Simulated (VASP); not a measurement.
**CuF: single point with PBE**

The system is CuF.

```
Cu F
1.0
    -2.09922    2.09922    1.86303
     2.09922   -2.09922    1.86303
     2.09922    2.09922   -1.86303
Cu F
1 1
Direct
  0.00000 0.00000 0.00000
  0.50000 0.50000 0.00000
```

```
Program                : VASP 6.6.1
Task                   : single point
Functional             : PBE
Potentials or basis    : VASP PAW PBE potentials, release 64 (Cu_sv_GW, F)
Cutoff                 : 820 eV
k mesh                 : 10 × 10 × 10
Occupations            : gaussian, width 0.02 eV
Spin                   : no spin polarisation
Dipole correction      : no
Further INCAR settings : ALGO = Normal; EDIFF = 1e-06; NBANDS = 20
```

```json
{
 "Pressure": "-0.3 GPa",
 "Band gap on the k mesh": "0.67 eV (least direct gap 1.25 eV)"
}
```

Stress tensor (GPa, compression positive):
```
-0.46  0.00  0.00
 0.00 -0.46  0.00
 0.00  0.00 -0.14
```

Levels at points of the mesh, in eV from the valence-band top:
```
           k point  band 11  band 12  band 13  band 14  band 15  band 16
(0.00, 0.00, 0.00)    -0.98    -0.89    -0.59     0.67    12.74    12.74
(0.50, 0.00, 0.00)    -0.12    -0.11     0.00     4.41     5.72     8.45
(0.50, 0.50, 0.00)    -0.66    -0.64    -0.44     3.51     4.58    11.97
(0.50, 0.50, 0.50)    -0.69    -0.48    -0.45     5.69     7.78     7.78
```

Run time: 2.2 min on 1 thread of Intel(R) Xeon(R) Platinum 8259CL CPU @ 2.50GHz (Skylake/Cascade Lake) (shared host), peak memory 0.32 GiB.

Caveat: semilocal functionals underestimate gaps, and a narrow one can read as zero. A k mesh can miss the band edges.
